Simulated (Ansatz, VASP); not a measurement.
## SnTe: VASP beside Ansatz

Contents of INCAR:

```
PREC = Accurate
ENCUT = 520
EDIFF = 1E-8
ISMEAR = -1
SIGMA = 0.08
LREAL = F
LASPH = T
NELM = 100
ALGO = Normal
ISIF = 2
LWAVE = F
LCHARG = F
GGA = PE
LEFG = T
NBANDS = 17
```

Contents of KPOINTS:

```
regular mesh
0
Gamma
  11 11 11
```

File POSCAR:

```
SnTe
1.0
    0.0000000000      3.0618050000      3.1565000000
    3.0618050000      0.0000000000      3.1565000000
    3.0618050000      3.0618050000      0.0000000000
Sn Te
1 1
Direct
    0.0000000000      0.0000000000      0.0000000000
    0.5000000000      0.5000000000      0.5000000000
```

Input for Ansatz:

```yaml
crystal:
  lattice:
    - [0.0, 3.061805, 3.1565]
    - [3.061805, 0.0, 3.1565]
    - [3.061805, 3.061805, 0.0]
  atoms:
    - { symbol: Sn, position: [0.0, 0.0, 0.0] }
    - { symbol: Te, position: [0.5, 0.5, 0.5] }
kpoints:
  mp_grid: { grid: [11, 11, 11] }
scf:
  occupations: { method: fermi_dirac, width: 0.08 }
hamiltonian:
  xc: pbe
  pseudopotentials: { kind: all_electron, datasets: crystal }
output:
  forces: true
  stress: true
  eigenvalues: true
  efg: { contact_densities: true }
```

Change from the starting cell: equal xx and yy strain of -3 %, crystal datasets.

Alike in both runs: task electric field gradients; functional PBE; k mesh 11 × 11 × 11; occupations fermi-dirac, width 0.08 eV; no spin polarisation.

|  | VASP | Ansatz |
| --- | --- | --- |
| version | VASP 6.6.1 | Ansatz 0.2.0 |
| potentials or method | VASP PAW PBE potentials, release 64 (Sn_d, Te), cutoff 520 eV | all-electron PAW with datasets made for the crystal, scalar-relativistic |

```csv
,VASP,Ansatz,Ansatz less VASP
pressure (GPa),5.6,5.6,+0.02
"traceless stress, the component that is largest in VASP (GPa)",-3.24,-3.23,+0.006
size of Vzz on the site where it differs most (V/Å²),12.1,10.8,-1.32
```

Ansatz ran all-electron here, and VASP with PAW potentials.

Spin-orbit coupling is off throughout.
